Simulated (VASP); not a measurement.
Crystal: Ta.

```
Ta
1.0
    -1.65128    1.65128    1.65128
     1.65128   -1.65128    1.65128
     1.65128    1.65128   -1.65128
Ta
1
Direct
  0.00000 0.00000 0.00000
```

| Item | Value |
| --- | --- |
| Program | VASP 6.6.1 |
| Task | relaxation of cell and atoms |
| Functional | BLYP |
| Potentials or basis | VASP PAW PBE potentials, release 64 (Ta_sv_GW) |
| Cutoff | 500 eV |
| k mesh | 11 × 11 × 11 |
| Occupations | fermi-dirac, width 0.05 eV |
| Spin | no spin polarisation |

At the start: pressure 8.4 GPa; volume 18.01 Å³/atom.

Q: How do energy, volume and symmetry change on relaxing?

A: Over 4 steps the energy falls by 19.0 meV/atom and the volume is 18.76 Å³/atom (+4.2 %); space group Im-3m (No. 229, to 0.05 Å).

The path:
```csv
step,energy change (eV),largest force (eV/Å),pressure (GPa),volume (Å³)
1,0.0000,0.0000,8.44,18.01
2,0.0715,0.0000,-14.53,20.60
3,-0.0190,0.0000,-0.28,18.79
4,-0.0190,0.0000,-0.01,18.76
```

Final structure:
```
Ta
1.0
    -1.67388    1.67388    1.67388
     1.67388   -1.67388    1.67388
     1.67388    1.67388   -1.67388
Ta
1
Direct
  0.00000 0.00000 0.00000
```

Caveat: the PAW data sets were made with another functional, which shifts forces and pressure a little.
